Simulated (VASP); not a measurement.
# CoSi (rocksalt type) (Fm-3m) in VASP: a series of runs

CoSi (rocksalt type) is run at these levels: PBE; tasks: single point.

Everything below comes from runs of VASP 6.6.1. Logs are shortened: lines on timing, memory, paths and dates and some standing lists are left out, and cuts for length are marked.

## 1. The cell of the first run

It takes space group Fm-3m (No. 225, cubic). Conventional cell: a = 3.976 Å, b = 3.976 Å, c = 3.976 Å, α = 90.00°, β = 90.00°, γ = 90.00°. Co (site symmetry m-3m) has 6 Si at 1.99 Å within 2.6 Å. Si (site symmetry m-3m) has 6 Co at 1.99 Å within 2.6 Å.

## 2. Single point, PBE (7.86 Å³/atom)

INCAR reads:

```
  PREC = Accurate
  ENCUT = 520
  EDIFF = 1E-6
  ISMEAR = -1
  SIGMA = 0.05
  LREAL = False
  LASPH = True
  NELM = 60
  ALGO = Normal
  ISIF = 2
  LWAVE = False
  LCHARG = False
  GGA = PE
  NBANDS = 14
```

KPOINTS reads:

```
Automatic mesh
0
Gamma
  17 17 17
```

POSCAR reads:

```
CoSi
1.0
    0.0000000000      1.9879248524      1.9879248524
    1.9879248524      0.0000000000      1.9879248524
    1.9879248524      1.9879248524      0.0000000000
Co Si
1 1
Direct
    0.0000000000      0.0000000000      0.0000000000
    0.5000000000      0.5000000000      0.5000000000
```

Potentials or basis: VASP PAW PBE potentials, release 64 (Co, Si).

Run with:

```sh
> cat potpaw_PBE.64/Co/POTCAR potpaw_PBE.64/Si/POTCAR > POTCAR
> mpirun -np 1 vasp_std > vasp.out
```

OUTCAR:

```text
PREC = Accurate
   ENCUT = 520
   EDIFF = 1E-6
   ISMEAR = -1
   LREAL = False
   LASPH = True
   NELM = 60
   ISIF = 2
   GGA = PE

 ion  position               nearest neighbor table
   1  0.000  0.000  0.000-   2 1.99   2 1.99   2 1.99   2 1.99   2 1.99   2 1.99
   2  0.500  0.500  0.500-   1 1.99   1 1.99   1 1.99   1 1.99   1 1.99   1 1.99

  LATTYP: Found a face centered cubic cell.
 ALAT       =     3.9758497048

  Lattice vectors:

 A1 = (   0.0000000000,   1.9879248524,   1.9879248524)
 A2 = (   1.9879248524,   0.0000000000,   1.9879248524)
 A3 = (   1.9879248524,   1.9879248524,   0.0000000000)

Analysis of symmetry for initial positions (statically):
=====================================================================
 Subroutine PRICEL returns:
 Original cell was already a primitive cell.

 Routine SETGRP: Setting up the symmetry group for a
 face centered cubic supercell.

 Subroutine GETGRP returns: Found 48 space group operations
 (whereof 48 operations were pure point group operations)
 out of a pool of 48 trial point group operations.

The static configuration has the point symmetry O_h .

Analysis of symmetry for dynamics (positions and initial velocities):
=====================================================================
 Subroutine PRICEL returns:
 Original cell was already a primitive cell.

 Routine SETGRP: Setting up the symmetry group for a
 face centered cubic supercell.

 Subroutine GETGRP returns: Found 48 space group operations
 (whereof 48 operations were pure point group operations)
 out of a pool of 48 trial point group operations.

The dynamic configuration has the point symmetry O_h .

 Subroutine INISYM returns: Found 48 space group operations
 (whereof 48 operations are pure point group operations),
 and found     1 'primitive' translations

----------------------------------------------------------------------------------------

                                     Primitive cell

  volume of cell :      15.7119

  direct lattice vectors                    reciprocal lattice vectors
     0.000000000  1.987924852  1.987924852    -0.251518562  0.251518562  0.251518562
     1.987924852  0.000000000  1.987924852     0.251518562 -0.251518562  0.251518562
     1.987924852  1.987924852  0.000000000     0.251518562  0.251518562 -0.251518562

  length of vectors
     2.811350287  2.811350287  2.811350287     0.435642928  0.435642928  0.435642928

  position of ions in fractional coordinates (direct lattice)
     0.000000000  0.000000000  0.000000000
     0.500000000  0.500000000  0.500000000

  ion indices of the primitive-cell ions
   primitive index   ion index
                 1           1
[... 80 lines left out ...]
   ISYM   =      2    0-nonsym 1-usesym 2-fastsym
   POTIM  = 0.5000    time-step for ionic-motion
   TEBEG  =    0.0;   TEEND  =   0.0 temperature during run
   PSTRESS=    0.0 pullay stress
   NELECT =      13.0000    total number of electrons
   NUPDOWN=      -1.0000    fix difference up-down
   EMIN   =  10.00;   EMAX   =-10.00  energy-range for DOS
   EFERMI =   0.00;   METHOD = LEGACY
   ISMEAR =    -1;   SIGMA  =   0.05  broadening in eV -4-tet -1-fermi 0-gaus
   EFERMI_NEDOS =   21; number of points for ismear=-14 and -15
   IALGO  =     38    algorithm
   IMIX   =      4    mixing-type and parameters
     AMIX     =   0.40;   BMIX     =  1.00
     AMIX_MAG =   1.60;   BMIX_MAG =  1.00
  volume/ion in A,a.u.               =       7.86        53.01
  Fermi-wavevector in a.u.,A,eV,Ry     =   1.536901  2.904322 32.137855  2.362066
  Thomas-Fermi vector in A             =   2.643485
   LORBIT       =      0    0 simple, 1 ext, 2 COOP (PROOUT), +10 PAW based schemes
   GGA     = PE    functional components
   LHFCALC =     F    Hartree Fock is set to
   AEXX    =    0.0000 exact exchange contribution
   IVDW    =     0    specifies the selected vdW correction
   LEPSILON=     F    determine dielectric tensor
   LRPA    =     F    only Hartree local field effects (RPA)
 non-spin polarized calculation
  energy-cutoff  :      520.00
  volume of cell :       15.71
 maximum number of plane-waves:       440
 NGX is ok and might be reduce to    24
   NGX = 11   NGY = 11   NGZ = 11

 number of electron      12.9999998 magnetization

 Free energy of the ion-electron system (eV)
  ---------------------------------------------------
  ext. energy  EPLUGINS =         0.00000000
  ---------------------------------------------------
  free energy    TOTEN  =        -8.01350417 eV

  energy without entropy =       -8.00742373  energy(sigma->0) =       -8.01046395

 E-fermi :  18.3317     XC(G=0): -14.5262

 val. band max:       18.3274821411   @ k =  -0.4118   0.4706   0.1176
 cond. band min:      18.3349053285   @ k =  -0.2353   0.4118   0.1765
 fundamental gap:      0.0074231874
 Fermi energy:        18.3317009613

 k-point     1 :       0.0000    0.0000    0.0000
  band No.  band energies     occupation
      1       1.6317      2.00000
      2      13.8570      2.00000
      3      13.8570      2.00000
      4      13.8570      2.00000
      5      14.3098      2.00000
      6      14.3098      2.00000
      7      25.5042      0.00000
      8      25.5042      0.00000
      9      25.5042      0.00000
     10      30.3788      0.00000
     11      31.5095      0.00000
     12      31.5095      0.00000
     13      31.5095      0.00000
     14      38.1245      0.00000
[... 377 lines left out ...]
      1       2.2757      2.00000
      2      13.3320      2.00000
      3      13.7821      2.00000
      4      13.9020      2.00000
      5      14.1895      2.00000
      6      14.5025      2.00000
      7      23.6510      0.00000
      8      24.8784      0.00000
      9      26.4976      0.00000
     10      29.0536      0.00000
     11      31.4628      0.00000
     12      31.5836      0.00000
     13      34.2130      0.00000
     14      34.8275      0.00000

 [... further k-points ...]
[... 5 lines left out ...]
  --------------------------------------------------------------------------------------
  -------------------------------------------------------------------------------------
  Total       21.2328091     21.2328091     21.2328091      0.0000000     -0.0000000      0.0000000
  in kB     2165.1508122   2165.1508122   2165.1508122      0.0000000     -0.0000000      0.0000000
  external PRESSURE =    2165.1508122 kB  Pullay stress =       0.0000000 kB

 VOLUME and BASIS-vectors are now :
 -----------------------------------------------------------------------------
  energy-cutoff  :      520.00
  volume of cell :       15.71
      direct lattice vectors                 reciprocal lattice vectors
     0.000000000  1.987924852  1.987924852    -0.251518562  0.251518562  0.251518562
     1.987924852  0.000000000  1.987924852     0.251518562 -0.251518562  0.251518562
     1.987924852  1.987924852  0.000000000     0.251518562  0.251518562 -0.251518562

 POSITION                                       TOTAL-FORCE (eV/Angst)
 -----------------------------------------------------------------------------------
      0.00000      0.00000      0.00000        -0.000000      0.000000     -0.000000
      1.98792      1.98792      1.98792         0.000000     -0.000000      0.000000
 -----------------------------------------------------------------------------------
    total drift:                                0.000000     -0.000000     -0.000000

  FREE ENERGIE OF THE ION-ELECTRON SYSTEM (eV)
  ---------------------------------------------------
  free  energy   TOTEN  =        -8.0135041662 eV

  energy  without entropy=       -8.0074237336  energy(sigma->0) =       -8.01046395
```

OSZICAR:

```text
N       E                     dE             d eps       ncg     rms          rms(c)
DAV:   1     0.532526313097E+02    0.53253E+02   -0.56089E+03  4796   0.106E+03
DAV:   2    -0.666940984312E+01   -0.59922E+02   -0.54549E+02  5358   0.207E+02
DAV:   3    -0.878642338335E+01   -0.21170E+01   -0.20996E+01  5280   0.413E+01
DAV:   4    -0.881086592149E+01   -0.24443E-01   -0.24433E-01  5462   0.416E+00
DAV:   5    -0.881151056606E+01   -0.64464E-03   -0.64463E-03  5530   0.677E-01    0.212E+01
DAV:   6    -0.877399631278E+01    0.37514E-01   -0.96200E+00  4788   0.519E+01    0.777E+00
DAV:   7    -0.811638795197E+01    0.65761E+00   -0.43968E+00  4812   0.363E+01    0.824E+00
DAV:   8    -0.801308601577E+01    0.10330E+00   -0.23516E-01  5902   0.696E+00    0.409E-01
DAV:   9    -0.801351506533E+01   -0.42905E-03   -0.44959E-03  5124   0.557E-01    0.258E-01
DAV:  10    -0.801350713556E+01    0.79298E-05   -0.22658E-04  6260   0.154E-01    0.431E-02
DAV:  11    -0.801350374651E+01    0.33890E-05   -0.22060E-05  5706   0.562E-02    0.183E-02
DAV:  12    -0.801350416621E+01   -0.41970E-06   -0.57697E-07  3702   0.590E-03
   1 F= -.80135042E+01 E0= -.80104639E+01  d E =-.608043E-02
```

Run time: 26 s. Hardware: 1 thread of Intel Xeon 8259CL, shared host; peak memory 0.17 GiB.

What came out:

* Free energy: -8.0135 eV
* Pressure: 216.5 GPa
* Band gap on the k mesh: zero (an odd number of electrons rules out a gap without spin polarisation)

Caveat: the cell stands under pressure; the run has no spin polarisation, though such a crystal can be magnetic.

## 3. Single point, PBE

This run uses another cell than the first one, of 7.88 Å³/atom.

INCAR reads:

```
PREC = Accurate
ENCUT = 520
EDIFF = 1E-7
ISMEAR = -1
SIGMA = 0.05
LREAL = F
LASPH = T
NELM = 80
ALGO = Normal
ISIF = 2
LWAVE = F
LCHARG = F
GGA = PE
NBANDS = 14
```

KPOINTS is that of step 2.

POSCAR reads:

```
CoSi
1.0
    0.0000000000      1.9902439732      1.9902439732
    1.9902439732      0.0000000000      1.9902439732
    1.9902439732      1.9902439732      0.0000000000
Co Si
1 1
Direct
    0.0000000000      0.0000000000      0.0000000000
    0.5000000000      0.5000000000      0.5000000000
```

Potentials or basis: VASP PAW PBE potentials, release 64 (Co, Si).

Run with:

```sh
> cat potpaw_PBE.64/Co/POTCAR potpaw_PBE.64/Si/POTCAR > POTCAR
> mpirun -np 1 vasp_std > vasp.out
```

Run time: 33 s. Hardware: 1 thread of Intel Xeon 8259CL, shared host; peak memory 0.17 GiB.

The run converged. Its results:

- Free energy: -8.0874 eV
- Pressure: 213.4 GPa
- Band gap on the k mesh: zero (an odd number of electrons rules out a gap without spin polarisation)

Levels at points of the mesh, in eV from the Fermi level:
```tsv
k point	band 2	band 3	band 4	band 5	band 6	band 7	band 8	band 9	band 10	band 11
(0.00, 0.00, 0.00)	-4.45	-4.45	-4.45	-4.00	-4.00	7.15	7.15	7.15	12.05	13.16
```

Caveat: the cell stands under pressure; the run has no spin polarisation, though such a crystal can be magnetic. Spin polarisation is off, so any magnetic state and its effect on volume and gap are missing.

## 4. Single point, PBE

This run uses another cell than the first one, of 7.89 Å³/atom.

INCAR reads:

```
SYSTEM = CoSi
PREC = Accurate ; ENCUT = 520
EDIFF = 1E-7 ; ISMEAR = -1
SIGMA = 0.05 ; LREAL = .FALSE.
LASPH = .TRUE. ; NELM = 80
ALGO = Normal ; ISIF = 2
LWAVE = .FALSE. ; LCHARG = .TRUE.
GGA = PE ; LELF = .TRUE.
LVHAR = .TRUE. ; NBANDS = 14
```

KPOINTS reads:

```
regular mesh
0
G
  17 17 17
  0 0 0
```

POSCAR reads:

```
CoSi
1.0
    0.0000000000      1.9903886549      1.9903886549
    1.9903886549      0.0000000000      1.9903886549
    1.9903886549      1.9903886549      0.0000000000
Co Si
1 1
Direct
    0.0000000000      0.0000000000      0.0000000000
    0.5000000000      0.5000000000      0.5000000000
```

Run with:

```sh
> cat potpaw_PBE.64/Co/POTCAR potpaw_PBE.64/Si/POTCAR > POTCAR
> mpirun -np 1 vasp_std > vasp.out
```

Wall time 46 s (1 thread of Intel Xeon 8259CL, shared host); peak memory 0.17 GiB.

It converged, with:

```yaml
Free_energy: -8.0920 eV
Pressure: 213.2 GPa
Band_gap_on_the_k_mesh: zero (an odd number of electrons rules out a gap without spin polarisation)
```

Levels at points of the mesh, in eV from the Fermi level:
```tsv
k point	band 3	band 4	band 5	band 6	band 7	band 8	band 9	band 10
(0.00, 0.00, 0.00)	-4.45	-4.45	-4.00	-4.00	7.15	7.15	7.15	12.05
```

Caveat: the cell stands under pressure; the run has no spin polarisation, though such a crystal can be magnetic.
